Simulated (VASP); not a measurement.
A run of VASP 6.6.1 is set up as follows.

POSCAR

```
VN
1.0
    0.0000000000      2.0650000000      2.0650000000
    2.0650000000      0.0000000000      2.0650000000
    2.0650000000      2.0650000000      0.0000000000
V N
1 1
Direct
    0.0000000000      0.0000000000      0.0000000000
    0.5000000000      0.5000000000      0.5000000000
```

The input INCAR.step1:

```
SYSTEM = VN
PREC = Accurate
ENCUT = 660
ISMEAR = -1
SIGMA = 0.1
LREAL = .False.
LASPH = .True.
NELM = 120
NBANDS = 16
GGA = PE
ALGO = Normal
EDIFF = 1E-5
LWAVE = .True.
LCHARG = .False.
GGA_COMPAT = .False.
```

The input INCAR.step2:

```
SYSTEM = VN
PREC = Accurate
ENCUT = 660
EDIFF = 1E-6
ISMEAR = -1
SIGMA = 0.1
LREAL = .False.
LASPH = .True.
NELM = 120
ALGO = Normal
ISIF = 2
LWAVE = .False.
LCHARG = .False.
METAGGA = R2SCAN
LMIXTAU = .True.
NBANDS = 16
ISTART = 1
GGA_COMPAT = .False.
```

Contents of KPOINTS:

```
Automatic mesh
0
Gamma
  4 4 4
  0.5 0.5 0.5
```

Potentials or basis: VASP PAW PBE potentials, release 64 (V_sv, N).

Launch:

```bash
$ cat potpaw_PBE.64/V_sv/POTCAR potpaw_PBE.64/N/POTCAR > POTCAR
$ cp INCAR.step1 INCAR
$ mpirun -np 1 vasp_std > vasp.out
$ cp INCAR.step2 INCAR
$ mpirun -np 1 vasp_std > vasp.out
```

Q: Estimate the pressure.

A: -5.7 GPa.

Q: What does it give for the band gap on the k mesh?

A: Zero (band 9 reaches 12.23 eV, above the bottom of band 10 at 10.79 eV).

Caveat: the k points lie up to 0.66 Å⁻¹ apart; the PAW data sets were made with another functional, which shifts forces and pressure a little; the run has no spin polarisation, though such a crystal can be magnetic. With open d or f shells a metallic result of r2SCAN can be an artefact of self-interaction; +U or a hybrid may open a gap.
